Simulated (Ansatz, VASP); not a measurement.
# One calculation of GdO2, two programs

```
Gd O
1.0
     3.37338    0.00000    0.00000
     0.00000    3.37338    0.00000
     0.00000    0.00000    6.46544
Gd O
2 4
Direct
  0.00000 0.50000 0.73211
  0.50000 0.00000 0.26789
  0.00000 0.00000 0.00000
  0.50000 0.50000 0.00000
  0.50000 0.00000 0.63542
  0.00000 0.50000 0.36458
```

Alike in both runs: task single point; functional LDA; k mesh 7 × 7 × 4; occupations methfessel-paxton of order 1, width 0.05 eV; collinear spin; Hubbard terms Gd f U = 3.0 eV.

|  | VASP | Ansatz |
| --- | --- | --- |
| version | VASP 6.6.1 | Ansatz 0.2.0 |
| potentials or method | VASP PAW PBE potentials, release 64 (Gd, O) | plane waves, PAW |
| plane-wave cutoff (eV) | 520 | 420 |
| valence electrons in the cell | 60 | 60 |

|  | VASP | Ansatz | Ansatz less VASP |
| --- | --- | --- | --- |
| gap on the k mesh at the Fermi level (eV) | none | none | - |
| net moment per atom (μB) | 0.00 | 0.00 | 0.000 |
| size of the moment on the site where the two differ most (μB) | 6.83 | 6.85 | +0.020 |

VASP's potentials were made for PBE, not for LDA. LDA's correlation is that of Perdew and Zunger in VASP and of Perdew and Wang (1992) in Ansatz. Site moments also hang on the region over which each program counts them. The programs project onto different local orbitals, so the same U acts differently, and such runs can settle in different states. A gap of «none» marks a metal or a gap that the smearing closes. Ansatz's warnings: filled band counts differ across k points, stability check not made.

Spin-orbit coupling is off throughout.
